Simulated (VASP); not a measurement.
BeAs2C: single point with LDA

BeAs2C:

```
Be As C
1.0
     3.42471    0.00000    0.00000
     0.00000    3.42471    0.00000
     0.00000    0.00000    4.89686
Be As C
1 2 1
Direct
  0.00000 0.00000 0.00000
  0.00000 0.50000 0.26057
  0.50000 0.00000 0.73943
  0.50000 0.50000 0.50000
```

```yaml
Program: VASP 6.6.1
Task: single point
Functional: LDA
Potentials_or_basis: VASP PAW LDA potentials, release 64 (Be, As, C)
Cutoff: 600 eV
k_mesh: 4 × 4 × 4
Occupations: fermi-dirac, width 0.02 eV
Spin: no spin polarisation
```

- Pressure: -3.0 GPa
- Largest force: 0.192 eV/Å
- Band gap on the k mesh: zero (bands 8 and 9 overlap by 0.63 eV)

Forces on the atoms (eV/Å):
```
Be   0.000  0.000  0.000
As   0.000  0.000  0.192
As   0.000  0.000 -0.192
C    0.000  0.000  0.000
```

Stress tensor (GPa, compression positive):
```
-2.60  0.00  0.00
 0.00 -2.60  0.00
 0.00  0.00 -3.95
```

Levels at points of the mesh, in eV from the Fermi level:
| k point | band 5 | band 6 | band 7 | band 8 | band 9 | band 10 | band 11 | band 12 |
| --- | --- | --- | --- | --- | --- | --- | --- | --- |
| (0.00, 0.00, 0.00) | -4.61 | -0.83 | -0.55 | 0.32 | 0.32 | 1.12 | 3.06 | 3.06 |
| (0.50, 0.00, 0.00) | -5.12 | -4.53 | -3.68 | -0.48 | 1.15 | 4.03 | 4.59 | 4.76 |
| (0.50, 0.50, 0.00) | -5.28 | -4.14 | -4.14 | -2.76 | 0.06 | 1.36 | 1.36 | 3.43 |
| (0.00, 0.00, 0.50) | -4.24 | -3.48 | -1.21 | -1.21 | 0.38 | 0.78 | 4.44 | 5.52 |
| (0.50, 0.00, 0.50) | -3.61 | -2.55 | -1.58 | -0.31 | -0.30 | 3.75 | 4.00 | 4.19 |
| (0.50, 0.50, 0.50) | -5.06 | -5.06 | -4.67 | -4.55 | 3.44 | 4.48 | 4.75 | 4.75 |

It took 18 s on 1 thread of Intel Xeon 8259CL (shared host), peak memory 0.16 GiB.

Caveat: the k points lie up to 0.46 Å⁻¹ apart, too coarse for converged energies and pressures of a metal.
